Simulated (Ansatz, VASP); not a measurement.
**One calculation of MnSi4, two programs**

```
Mn Si
1.0
    -2.65047    2.65047    2.65047
     2.65047   -2.65047    2.65047
     2.65047    2.65047   -2.65047
Mn Si
1 4
Direct
  0.00000 0.00000 0.00000
  0.50000 0.50000 0.50000
  0.00000 0.00000 0.50000
  0.00000 0.50000 0.00000
  0.50000 0.00000 0.00000
```

Alike in both runs: functional PBE; k mesh 4 × 4 × 4; occupations gaussian, width 0.1 eV; collinear spin.

Ansatz relaxed the structure, and its values are those at the end. VASP's run is a single point on that final structure, the one shown.

```csv
,VASP,Ansatz
version,VASP 6.6.1,Ansatz 0.2.0
potentials or method,"VASP PAW PBE potentials, release 64 (Mn_pv, Si), cutoff 520 eV","scalar-relativistic, plane waves, PAW"
valence electrons in the cell,29,31
```

```csv
,VASP,Ansatz,Ansatz less VASP
gap on the k mesh at the Fermi level (eV),none,none,-
pressure (GPa),0.0,0.0,+0.07
net moment per atom (μB),0.23,0.23,0.000
size of the moment on the site where the two differ most (μB),1.05,1.00,-0.047
```

Site moments also hang on the region over which each program counts them. A gap of «none» marks a metal or a gap that the smearing closes. VASP's potentials hold 29 valence electrons a cell and Ansatz's 31, so a difference there can come from the potentials and not from the codes.

The k mesh is coarse, so the values compare programs but aren't converged.
